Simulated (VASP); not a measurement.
A run of VASP 6.6.1:

File INCAR:

```
PREC = Accurate ; ENCUT = 600
EDIFF = 1E-6 ; ISMEAR = 0
SIGMA = 0.1 ; LREAL = F
LASPH = T ; NELM = 100
ALGO = Normal ; ISIF = 3
LWAVE = F ; LCHARG = F
GGA = PE ; IBRION = 2
NSW = 90 ; EDIFFG = -0.04
```

The input KPOINTS:

```
Automatic mesh
0
Gamma
  6 6 6
```

File POSCAR:

```
Cr2Ni
1.0
    3.2161055057      0.0000000000      0.0000000000
   -1.6080527529      2.7852290692      0.0000000000
    0.0000000000      0.0000000000      3.4725391673
Cr Ni
2 1
Direct
    0.3333333333      0.6666666667      0.5000000000
    0.6666666667      0.3333333333      0.5000000000
    0.0000000000      0.0000000000      0.0000000000
```

Potentials or basis: VASP PAW PBE potentials, release 64 (Cr_pv, Ni).

Command:

```sh
$ cat potpaw_PBE.64/Cr_pv/POTCAR potpaw_PBE.64/Ni/POTCAR > POTCAR
$ mpirun -np 1 vasp_std > vasp.out
```

Hardware: 1 thread of Intel(R) Xeon(R) Platinum 8375C CPU @ 2.90GHz (Ice Lake), with other jobs on the host.

Problem. How long does it take, and how much memory?

Solution. Wall time 4.8 min on 1 thread of Intel(R) Xeon(R) Platinum 8375C CPU @ 2.90GHz (Ice Lake), with other jobs on the host, peak memory 0.17 GiB. Counts: scf iterations 187, k points 28, ion steps 16.
